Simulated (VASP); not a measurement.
# BeTe (I-4m2) in VASP: a series of runs

BeTe is run at these levels: LDA; tasks: single point.

Program: VASP 6.6.1. These are calculated values, not measurements. Logs are shortened: lines on timing, memory, paths and dates and some standing lists are left out, and cuts for length are marked.

**1. The cell of the first run**

The structure is tetragonal, space group I-4m2 (No. 119). Conventional cell: a = 4.231 Å, b = 4.231 Å, c = 5.097 Å, α = 90.00°, β = 90.00°, γ = 90.00°. Within 3.3 Å of Be (site symmetry -4m2) lie 4 Te at 2.47 Å. Within 3.3 Å of Te (site symmetry -4m2) lie 4 Be at 2.47 Å.

**2. Single point, LDA (strain +0.080 along x and y, -0.080 along z)**

Contents of INCAR:

```
SYSTEM = BeTe
PREC     = Accurate       ! precision mode
ENCUT    = 520            ! plane-wave cutoff, eV
EDIFF    = 1E-7           ! SCF threshold, eV
ISMEAR   = 0              ! smearing method
SIGMA    = 0.05           ! smearing width, eV
LREAL    = .FALSE.        ! projectors in reciprocal space
LASPH    = .TRUE.         ! aspherical terms in the spheres
NELM     = 80             ! most SCF steps
ALGO     = Normal         ! electronic algorithm
ISIF     = 2              ! what is computed and relaxed
LWAVE    = .FALSE.        ! write WAVECAR
LCHARG   = .TRUE.         ! write CHGCAR
LELF     = .TRUE.         ! ELF
LVHAR    = .TRUE.       
NBANDS   = 11             ! bands
```

Contents of KPOINTS:

```
regular mesh
0
G
  8 8 8
  0 0 0
```

Contents of POSCAR:

```
BeTe
1.0
    0.0000000000      2.9916000000      2.5484000000
    2.9916000000      0.0000000000      2.5484000000
    2.9916000000      2.9916000000      0.0000000000
Be Te
1 1
Direct
    0.0000000000      0.0000000000      0.0000000000
    0.7500000000      0.7500000000      0.7500000000
```

Potentials or basis: VASP PAW LDA potentials, release 64 (Be, Te).

Started as:

```
cat potpaw_LDA.64/Be/POTCAR potpaw_LDA.64/Te/POTCAR > POTCAR
mpirun -np 1 vasp_std > vasp.out
```

OUTCAR:

```text
SYSTEM = BeTe
   PREC = Accurate
   ENCUT = 520
   EDIFF = 1E-7
   ISMEAR = 0
   LREAL = .FALSE.
   LASPH = .TRUE.
   NELM = 80
   ISIF = 2

 ion  position               nearest neighbor table
   1  0.000  0.000  0.000-   2 2.47   2 2.47   2 2.47   2 2.47
   2  0.750  0.750  0.750-   1 2.47   1 2.47   1 2.47   1 2.47

  LATTYP: Found a body centered tetragonal cell.
 ALAT       =     4.2307612932
 C/A-ratio  =     1.2047004420

  Lattice vectors:

 A1 = (   0.0000000000,  -2.9916000000,  -2.5484000000)
 A2 = (   0.0000000000,   2.9916000000,  -2.5484000000)
 A3 = (   2.9916000000,   0.0000000000,   2.5484000000)

Analysis of symmetry for initial positions (statically):
=====================================================================
 Subroutine PRICEL returns:
 Original cell was already a primitive cell.

 Routine SETGRP: Setting up the symmetry group for a
 body centered tetragonal supercell.

 Subroutine GETGRP returns: Found  8 space group operations
 (whereof  8 operations were pure point group operations)
 out of a pool of 16 trial point group operations.

The static configuration has the point symmetry D_2d.

Analysis of symmetry for dynamics (positions and initial velocities):
=====================================================================
 Subroutine PRICEL returns:
 Original cell was already a primitive cell.

 Routine SETGRP: Setting up the symmetry group for a
 body centered tetragonal supercell.

 Subroutine GETGRP returns: Found  8 space group operations
 (whereof  8 operations were pure point group operations)
 out of a pool of 16 trial point group operations.

The dynamic configuration has the point symmetry D_2d.

 Subroutine INISYM returns: Found  8 space group operations
 (whereof  8 operations are pure point group operations),
 and found     1 'primitive' translations

----------------------------------------------------------------------------------------

                                     Primitive cell

  volume of cell :      45.6147

  direct lattice vectors                    reciprocal lattice vectors
     0.000000000  2.991600000  2.548400000    -0.167134644  0.167134644  0.196201538
     2.991600000  0.000000000  2.548400000     0.167134644 -0.167134644  0.196201538
     2.991600000  2.991600000  0.000000000     0.167134644  0.167134644 -0.196201538

  length of vectors
     3.929887164  3.929887164  4.230761293     0.307185647  0.307185647  0.307185647

  position of ions in fractional coordinates (direct lattice)
     0.000000000  0.000000000  0.000000000
     0.750000000  0.750000000  0.750000000

  ion indices of the primitive-cell ions
   primitive index   ion index
                 1           1
                 2           2

----------------------------------------------------------------------------------------

 KPOINTS: regular mesh

Automatic generation of k-mesh.
 Grid dimensions read from file:
 generate k-points for:    8    8    8

 Generating k-lattice:

  Cartesian coordinates                     Fractional coordinates (reciprocal lattice)
    -0.020891830  0.020891830  0.024525192     0.125000000  0.000000000  0.000000000
     0.020891830 -0.020891830  0.024525192     0.000000000  0.125000000  0.000000000
     0.020891830  0.020891830 -0.024525192     0.000000000  0.000000000  0.125000000

  Length of vectors
     0.038398206  0.038398206  0.038398206

  Shift w.r.t. Gamma in fractional coordinates (k-lattice)
     0.000000000  0.000000000  0.000000000

 Subroutine IBZKPT returns following result:
 ===========================================

 Found     59 irreducible k-points:

 Following reciprocal coordinates:
            Coordinates               Weight
  0.000000  0.000000  0.000000      1.000000
  0.125000 -0.000000  0.000000      8.000000
  0.250000 -0.000000  0.000000      8.000000
  0.375000 -0.000000  0.000000      8.000000
  0.500000 -0.000000  0.000000      4.000000
  0.125000  0.125000  0.000000      2.000000
[... 16 lines left out ...]
  0.250000 -0.000000  0.125000     16.000000
  0.375000  0.000000  0.125000     16.000000
 [... further k-points ...]
   k-points           NKPTS =     59   k-points in BZ     NKDIM =     59   number of bands    NBANDS=     11
   number of dos      NEDOS =    301   number of ions     NIONS =      2
   total plane-waves  NPLWV =  28800
   dimension x,y,z NGX =    30 NGY =   30 NGZ =   32
   dimension x,y,z NGXF=    60 NGYF=   60 NGZF=   64
   ions per type =               1   1
   NGX,Y,Z   is equivalent  to a cutoff of  12.69, 12.69, 12.57 a.u.
   NGXF,Y,Z  is equivalent  to a cutoff of  25.38, 25.38, 25.15 a.u.
 SYSTEM =  BeTe
   PREC   = accura    normal or accurate (medium, high low for compatibility)
   ISTART =      0    job   : 0-new  1-cont  2-samecut
   ICHARG =      2    charge: 1-file 2-atom 10-const
   ISPIN  =      1    spin polarized calculation?
   LNONCOLLINEAR =      F non collinear calculations
   LSORBIT =      F    spin-orbit coupling
   LASPH  =      T    aspherical Exc in radial PAW
   ENCUT  =  520.0 eV  38.22 Ry    6.18 a.u.   7.31  7.31  7.87*2*pi/ulx,y,z
   NELM   =     80;   NELMIN=  2; NELMDL= -5     # of ELM steps
   EDIFF  = 0.1E-06   stopping-criterion for ELM
   LREAL  =      F    real-space projection
   EDIFFG = 0.1E-05   stopping-criterion for IOM
   NSW    =      0    number of steps for IOM
   IBRION =     -1    ionic relax: 0-MD 1-quasi-New 2-CG
   NFREE  =      0    steps in history (QN), initial steepest desc. (CG)
   ISIF   =      2    stress and relaxation
   ISYM   =      2    0-nonsym 1-usesym 2-fastsym
   POTIM  = 0.5000    time-step for ionic-motion
   TEBEG  =    0.0;   TEEND  =   0.0 temperature during run
   PSTRESS=    0.0 pullay stress
   NELECT =       8.0000    total number of electrons
   NUPDOWN=      -1.0000    fix difference up-down
   EMIN   =  10.00;   EMAX   =-10.00  energy-range for DOS
   EFERMI =   0.00;   METHOD = LEGACY
   ISMEAR =     0;   SIGMA  =   0.05  broadening in eV -4-tet -1-fermi 0-gaus
   EFERMI_NEDOS =   21; number of points for ismear=-14 and -15
   IALGO  =     38    algorithm
   IMIX   =      4    mixing-type and parameters
     AMIX     =   0.40;   BMIX     =  1.00
     AMIX_MAG =   1.60;   BMIX_MAG =  1.00
  volume/ion in A,a.u.               =      22.81       153.91
  Fermi-wavevector in a.u.,A,eV,Ry     =   0.916368  1.731685 11.425226  0.839730
  Thomas-Fermi vector in A             =   2.041216
   LORBIT       =      0    0 simple, 1 ext, 2 COOP (PROOUT), +10 PAW based schemes
   GGA     = CA    functional components
   LHFCALC =     F    Hartree Fock is set to
   AEXX    =    0.0000 exact exchange contribution
   IVDW    =     0    specifies the selected vdW correction
   LEPSILON=     F    determine dielectric tensor
   LRPA    =     F    only Hartree local field effects (RPA)
 non-spin polarized calculation
 Gauss-broadening in eV      SIGMA  =   0.05
  energy-cutoff  :      520.00
  volume of cell :       45.61
 maximum number of plane-waves:      1246
 NGX is ok and might be reduce to    30
   NGX = 15   NGY = 15   NGZ = 15

 number of electron       8.0000000 magnetization

 Free energy of the ion-electron system (eV)
  ---------------------------------------------------
  ext. energy  EPLUGINS =         0.00000000
  ---------------------------------------------------
  free energy    TOTEN  =        -8.57842163 eV

  energy without entropy =       -8.57842163  energy(sigma->0) =       -8.57842163

 E-fermi :   5.3287     XC(G=0):  -9.2049

 val. band max:        5.1323705055   @ k =   0.0000   0.0000   0.0000
 cond. band min:       6.0913017892   @ k =   0.5000   0.5000   0.0000
 fundamental gap:      0.9589312837
 Fermi energy:         5.3286619898

 k-point     1 :       0.0000    0.0000    0.0000
  band No.  band energies     occupation
      1      -7.4430      2.00000
      2       4.4934      2.00000
      3       4.4934      2.00000
      4       5.1324      2.00000
      5       8.1637      0.00000
      6       8.2544      0.00000
      7       8.5763      0.00000
      8       8.5763      0.00000
      9      12.9584      0.00000
     10      13.4672      0.00000
     11      14.8110      0.00000

 k-point     2 :       0.1250   -0.0000    0.0000
  band No.  band energies     occupation
      1      -7.2987      2.00000
      2       3.4105      2.00000
      3       4.2038      2.00000
      4       4.8008      2.00000
      5       8.0320      0.00000
      6       8.6788      0.00000
      7       8.8403      0.00000
      8       9.6989      0.00000
      9      13.0467      0.00000
     10      13.2979      0.00000
     11      14.0484      0.00000

 k-point     3 :       0.2500   -0.0000    0.0000
  band No.  band energies     occupation
      1      -6.9019      2.00000
      2       1.5013      2.00000
      3       3.6569      2.00000
      4       4.4875      2.00000
      5       7.6519      0.00000
      6       9.0454      0.00000
      7       9.3870      0.00000
      8      11.6464      0.00000
      9      13.1036      0.00000
     10      13.4949      0.00000
     11      14.8160      0.00000

 k-point     4 :       0.3750   -0.0000    0.0000
  band No.  band energies     occupation
      1      -6.4006      2.00000
      2      -0.0300      2.00000
      3       3.2301      2.00000
      4       4.2601      2.00000
      5       7.3402      0.00000
      6       8.9073      0.00000
      7      10.0070      0.00000
      8      12.6920      0.00000
      9      13.5989      0.00000
     10      15.1459      0.00000
     11      15.5309      0.00000

 k-point     5 :       0.5000   -0.0000    0.0000
  band No.  band energies     occupation
      1      -6.1414      2.00000
      2      -0.6449      2.00000
      3       3.0755      2.00000
      4       4.1789      2.00000
      5       7.2232      0.00000
      6       8.8114      0.00000
      7      10.2456      0.00000
      8      12.6601      0.00000
      9      14.6505      0.00000
     10      15.5632      0.00000
     11      16.7131      0.00000
[... 211 lines left out ...]
 k-point    21 :       0.5000    0.5000    0.0000
  band No.  band energies     occupation
      1      -5.3423      2.00000
      2       0.4261      2.00000
      3       1.5226      2.00000
      4       1.5226      2.00000
      5       6.0913      0.00000
      6       6.5350      0.00000
      7      14.2304      0.00000
      8      14.2304      0.00000
      9      16.3350      0.00000
     10      17.4792      0.00000
     11      17.5968      0.00000

 k-point    22 :       0.1250    0.0000    0.1250
  band No.  band energies     occupation
      1      -7.2718      2.00000
      2       3.4146      2.00000
      3       4.0440      2.00000
      4       4.5324      2.00000
      5       8.1868      0.00000
      6       8.7124      0.00000
      7       9.2090      0.00000
      8       9.7399      0.00000
      9      12.1089      0.00000
     10      13.5536      0.00000
     11      14.6348      0.00000

 k-point    23 :       0.2500   -0.0000    0.1250
  band No.  band energies     occupation
      1      -6.9760      2.00000
      2       2.0494      2.00000
      3       3.5510      2.00000
      4       4.0533      2.00000
      5       8.2812      0.00000
      6       8.8464      0.00000
      7       9.9019      0.00000
      8      10.5713      0.00000
      9      12.5355      0.00000
     10      13.9892      0.00000
     11      14.7479      0.00000

 k-point    24 :       0.3750    0.0000    0.1250
  band No.  band energies     occupation
      1      -6.5049      2.00000
      2       0.5256      2.00000
      3       2.9298      2.00000
      4       3.7739      2.00000
      5       8.1487      0.00000
      6       8.9406      0.00000
      7      10.4386      0.00000
      8      11.5476      0.00000
      9      13.7597      0.00000
     10      14.5153      0.00000
     11      15.7886      0.00000

 [... further k-points ...]
[... 5 lines left out ...]
  --------------------------------------------------------------------------------------
  -------------------------------------------------------------------------------------
  Total       -1.6790492     -1.6790492      0.3414212      0.0000000      0.0000000      0.0000000
  in kB      -58.9751919    -58.9751919     11.9921332      0.0000000      0.0000000      0.0000000
  external PRESSURE =     -35.3194168 kB  Pullay stress =       0.0000000 kB

 VOLUME and BASIS-vectors are now :
 -----------------------------------------------------------------------------
  energy-cutoff  :      520.00
  volume of cell :       45.61
      direct lattice vectors                 reciprocal lattice vectors
     0.000000000  2.991600000  2.548400000    -0.167134644  0.167134644  0.196201538
     2.991600000  0.000000000  2.548400000     0.167134644 -0.167134644  0.196201538
     2.991600000  2.991600000  0.000000000     0.167134644  0.167134644 -0.196201538

 POSITION                                       TOTAL-FORCE (eV/Angst)
 -----------------------------------------------------------------------------------
      0.00000      0.00000      0.00000         0.000000      0.000000      0.000000
      4.48740      4.48740      3.82260        -0.000000     -0.000000      0.000000
 -----------------------------------------------------------------------------------
    total drift:                               -0.000000     -0.000000     -0.000000

  FREE ENERGIE OF THE ION-ELECTRON SYSTEM (eV)
  ---------------------------------------------------
  free  energy   TOTEN  =        -8.5784216269 eV

  energy  without entropy=       -8.5784216269  energy(sigma->0) =       -8.57842163
```

Wall time 28 s (1 thread of AMD EPYC 7R43 (Zen 3), shared host); peak memory 0.14 GiB.

Results:

* Free energy: -8.5784 eV
* Pressure: -3.5 GPa
* Band gap on the k mesh: 0.96 eV, indirect (least direct gap 3.03 eV)

Caveat: the cell differs from its parent crystal (strain +0.080 along x and y, -0.080 along z); spin-orbit coupling is left out, which moves the levels of the heavy elements. A k mesh can miss the band edges.

**3. Single point, LDA**

Contents of INCAR:

```
SYSTEM = BeTe
PREC     = Accurate       ! precision mode
ENCUT    = 520            ! plane-wave cutoff, eV
EDIFF    = 1E-6           ! SCF threshold, eV
ISMEAR   = 0              ! smearing method
SIGMA    = 0.05           ! smearing width, eV
LREAL    = .False.        ! projectors in reciprocal space
LASPH    = .True.         ! aspherical terms in the spheres
NELM     = 100            ! most SCF steps
ALGO     = Normal         ! electronic algorithm
ISIF     = 2              ! what is computed and relaxed
LWAVE    = .False.        ! write WAVECAR
LCHARG   = .False.        ! write CHGCAR
GGA      = CA             ! functional
NBANDS   = 11             ! bands
```

Contents of KPOINTS:

```
Automatic mesh
0
Gamma
  8 8 8
  0 0 0
```

POSCAR is that of step 2.

Potentials or basis: VASP PAW LDA potentials, release 64 (Be, Te).

Started as:

```
cat potpaw_LDA.64/Be/POTCAR potpaw_LDA.64/Te/POTCAR > POTCAR
mpirun -np 1 vasp_std > vasp.out
```

It took 25 s on 1 thread of AMD EPYC 7R43 (Zen 3), shared host; peak memory 0.14 GiB.

Results (log left out):

```yaml
Free_energy: -8.5784 eV
Pressure: -3.5 GPa
Band_gap_on_the_k_mesh: 0.96 eV, indirect (least direct gap 3.03 eV)
```

Stress tensor (GPa, compression positive):
```
-5.90  0.00  0.00
 0.00 -5.90  0.00
 0.00  0.00  1.20
```

Levels at points of the mesh, in eV from the valence-band top:
| k point | band 2 | band 3 | band 4 | band 5 | band 6 | band 7 |
| --- | --- | --- | --- | --- | --- | --- |
| (0.00, 0.00, 0.00) | -0.64 | -0.64 | 0.00 | 3.03 | 3.12 | 3.44 |
| (0.50, 0.00, 0.00) | -5.78 | -2.06 | -0.95 | 2.09 | 3.68 | 5.11 |
| (0.50, 0.50, 0.00) | -4.71 | -3.61 | -3.61 | 0.96 | 1.40 | 9.10 |
| (0.50, 0.00, 0.50) | -5.65 | -2.65 | -2.41 | 1.91 | 2.81 | 8.02 |

Caveat: spin-orbit coupling is left out, which moves the levels of the heavy elements.
